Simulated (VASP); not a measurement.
Set up this calculation in VASP 6.6.1, as the native input.

| Property | Result |
| --- | --- |
| Task | single point |
| Functional | RPBE |
| Potentials or basis | VASP PAW PBE potentials, release 64 (Se) |
| Cutoff | 520 eV |
| k mesh | 14 × 14 × 14 |
| Occupations | fermi-dirac, width 0.1 eV |
| Spin | no spin polarisation |
| Dipole correction | no |
| Further INCAR settings | ALGO = Normal; EDIFF = 1e-06; NBANDS = 9 |

The structure of Se lies in POSCAR:

```
Se
1.0
   -1.6877039244      1.6877039244      1.6877039244
    1.6877039244     -1.6877039244      1.6877039244
    1.6877039244      1.6877039244     -1.6877039244
Se
1
Direct
    0.0000000000      0.0000000000      0.0000000000
```

This cell differs from its parent crystal: volume scaled by 0.92.

These files were run (other wordings do the same):

INCAR

```
PREC     = Accurate       # precision mode
ENCUT    = 520            # plane-wave cutoff, eV
EDIFF    = 1E-6           # SCF threshold, eV
ISMEAR   = -1             # smearing method
SIGMA    = 0.1            # smearing width, eV
LREAL    = F              # projectors in reciprocal space
LASPH    = T              # aspherical terms in the spheres
NELM     = 100            # most SCF steps
ALGO     = Normal         # electronic algorithm
ISIF     = 2              # what is computed and relaxed
LWAVE    = F              # write WAVECAR
LCHARG   = F              # write CHGCAR
GGA      = RP             # functional
NBANDS   = 9              # bands
```

KPOINTS

```
Automatic mesh
0
Gamma
  14 14 14
```

Potentials or basis: VASP PAW PBE potentials, release 64 (Se).

Launch:

```sh
$ cat potpaw_PBE.64/Se/POTCAR > POTCAR
$ mpirun -np 1 vasp_std > vasp.out
```

Results of the run:

```yaml
Pressure: 6.9 GPa
Band_gap_on_the_k_mesh: zero (band 3 reaches 9.56 eV, above the bottom of band 4 at 2.85 eV)
```

Caveat: the PAW data sets were made with another functional, which shifts forces and pressure a little.

Wall time 5.7 s on 1 thread of Intel(R) Xeon(R) 6975P-C (Granite Rapids), on a shared host, peak memory 0.14 GiB.
